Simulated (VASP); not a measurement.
A run of VASP 6.6.1 is set up as follows.

Contents of INCAR:

```
SYSTEM = InAs
PREC = Accurate
ENCUT = 520
EDIFF = 1E-6
ISMEAR = 0
SIGMA = 0.1
LREAL = .False.
LASPH = .True.
NELM = 150
ALGO = Normal
ISIF = 2
LWAVE = .False.
LCHARG = .False.
MAGMOM = 0 0 0 0 0 0
LORBIT = 11
LSORBIT = .True.
GGA_COMPAT = .False.
LORBMOM = .True.
GGA = PE
NBANDS = 30
```

KPOINTS

```
Automatic mesh
0
Gamma
  12 12 12
  0 0 0
```

Contents of POSCAR:

```
InAs
1.0
    0.0000000000      3.0931634716      3.0931634716
    3.0931634716      0.0000000000      3.0931634716
    3.0931634716      3.0931634716      0.0000000000
In As
1 1
Direct
    0.0000000000      0.0000000000      0.0000000000
    0.2500000000      0.2500000000      0.2500000000
```

Potentials or basis: VASP PAW PBE potentials, release 64 (In_d, As).

Run with:

```sh
$ cat potpaw_PBE.64/In_d/POTCAR potpaw_PBE.64/As/POTCAR > POTCAR
$ mpirun -np 1 vasp_ncl > vasp.out
```

Predict the pressure.

0.0 GPa.

Predict the net moment.

0.00 μB per cell.

Moments on the atoms (μB; x, y, z):
```
In  0.00 0.00 0.00
As  0.00 0.00 0.00
```
